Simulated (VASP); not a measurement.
Write the native input for VASP 6.6.1 that does the following.

* Task: single point
* Functional: PBE
* Potentials or basis: VASP PAW PBE potentials, release 64 (Sr_sv, In_d, Cl)
* Cutoff: 520 eV
* k mesh: 4 × 4 × 4
* Occupations: gaussian, width 0.1 eV
* Spin: no spin polarisation
* Dipole correction: no
* Further INCAR settings: ALGO = Normal; EDIFF = 1e-06; NBANDS = 55

The structure of SrInCl3 lies in POSCAR:

```
SrInCl3
1.0
    4.0960267382      2.3648421399      6.1615663089
   -4.0960267382      2.3648421399      6.1615663089
    0.0000000000     -4.7296842798      6.1615663089
Sr In Cl
2 2 6
Direct
    0.7500000000      0.7500000000      0.7500000000
    0.2500000000      0.2500000000      0.2500000000
    0.5000000000      0.5000000000      0.5000000000
    0.0000000000      0.0000000000      0.0000000000
    0.9108937343      0.2500000000      0.5891062657
    0.5891062657      0.9108937343      0.2500000000
    0.2500000000      0.5891062657      0.9108937343
    0.0891062657      0.7500000000      0.4108937343
    0.4108937343      0.0891062657      0.7500000000
    0.7500000000      0.4108937343      0.0891062657
```

The input as run:

INCAR

```
ALGO = Normal
EDIFF = 1E-6
ENCUT = 520
GGA = PE
ISIF = 2
ISMEAR = 0
LASPH = True
LCHARG = False
LREAL = False
LWAVE = False
NBANDS = 55
NELM = 100
PREC = Accurate
SIGMA = 0.1
```

KPOINTS

```
k-points
0
Gamma
  4 4 4
```

Potentials or basis: VASP PAW PBE potentials, release 64 (Sr_sv, In_d, Cl).

Launch:

```sh
$ cat potpaw_PBE.64/Sr_sv/POTCAR potpaw_PBE.64/In_d/POTCAR potpaw_PBE.64/Cl/POTCAR > POTCAR
$ mpirun -np 1 vasp_std > vasp.out
```

It gave:

The pressure is 0.0 GPa, the largest force is 0.014 eV/Å and the band gap on the k mesh is 2.29 eV.

Caveat: spin-orbit coupling is left out, which moves the levels of the heavy elements.

Wall time 9.2 min on 1 thread of Intel Xeon 8259CL, with other jobs on the host, peak memory 0.6 GiB.
